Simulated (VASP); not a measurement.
TiPd, 2 atoms in the cell. Symmetry: P4/mmm, No. 123, tetragonal system. Conventional cell: a = 3.180 Å, b = 3.180 Å, c = 3.244 Å, α = 90.00°, β = 90.00°, γ = 90.00°. Ti (site symmetry 4/mmm) has 8 Pd at 2.77 Å and 6 Ti at 3.18 to 3.24 Å within 3.7 Å. Within 3.7 Å of Pd (site symmetry 4/mmm) lie 8 Ti at 2.77 Å and 6 Pd at 3.18 to 3.24 Å.  This cell differs from its parent crystal: zz strain of +2 %.

| Property | Result |
| --- | --- |
| Program | VASP 6.6.1 |
| Task | electric field gradients |
| Functional | PBEsol |
| Potentials or basis | VASP PAW PBE potentials, release 64 (Ti_sv, Pd) |
| Cutoff | 520 eV |
| k mesh | 13 × 13 × 13 |
| Occupations | fermi-dirac, width 0.08 eV |
| Spin | no spin polarisation |
| Dipole correction | no |
| Further INCAR settings | ALGO = Normal; EDIFF = 1e-08; NBANDS = 18 |

Potentials or basis: VASP PAW PBE potentials, release 64 (Ti_sv, Pd).

Command:

```console
$ cat potpaw_PBE.64/Ti_sv/POTCAR potpaw_PBE.64/Pd/POTCAR > POTCAR
$ mpirun -np 1 vasp_std > vasp.out
```

Hardware: 1 thread of Intel(R) Xeon(R) Platinum 8488C (Sapphire Rapids), with other jobs on the host.

Q: Estimate the wall time of this run.

A: Run time: 54 s on 1 thread of Intel(R) Xeon(R) Platinum 8488C (Sapphire Rapids) (shared host), peak memory 0.23 GiB. Counts: scf iterations 16, k points 196.
